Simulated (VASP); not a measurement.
A run of VASP 6.6.1:

Contents of INCAR:

```
SYSTEM = Pt
  ALGO = Normal
  EDIFF = 1E-6
  ENCUT = 520
  GGA = PS
  ISIF = 2
  ISMEAR = -1
  LASPH = .True.
  LCHARG = .True.
  LELF = .True.
  LREAL = .False.
  LVHAR = .True.
  LWAVE = .False.
  NBANDS = 11
  NELM = 80
  PREC = Accurate
  SIGMA = 0.05
```

The input KPOINTS:

```
k-points
0
Gamma
  19 19 19
  0 0 0
```

POSCAR

```
Pt
1.0
   -1.5609511033      1.5609511033      1.5609511033
    1.5609511033     -1.5609511033      1.5609511033
    1.5609511033      1.5609511033     -1.5609511033
Pt
1
Direct
    0.0000000000      0.0000000000      0.0000000000
```

Potentials or basis: VASP PAW PBE potentials, release 64 (Pt).

Command:

```sh
$ cat potpaw_PBE.64/Pt/POTCAR > POTCAR
$ mpirun -np 1 vasp_std > vasp.out
```

Hardware: 1 thread of Intel Xeon 6975P-C, with other jobs on the host.

Task: How long does it take, and how much memory?

Result: Wall time 16 s on 1 thread of Intel Xeon 6975P-C, with other jobs on the host, peak memory 0.15 GiB. Counts: scf iterations 11, k points 220.
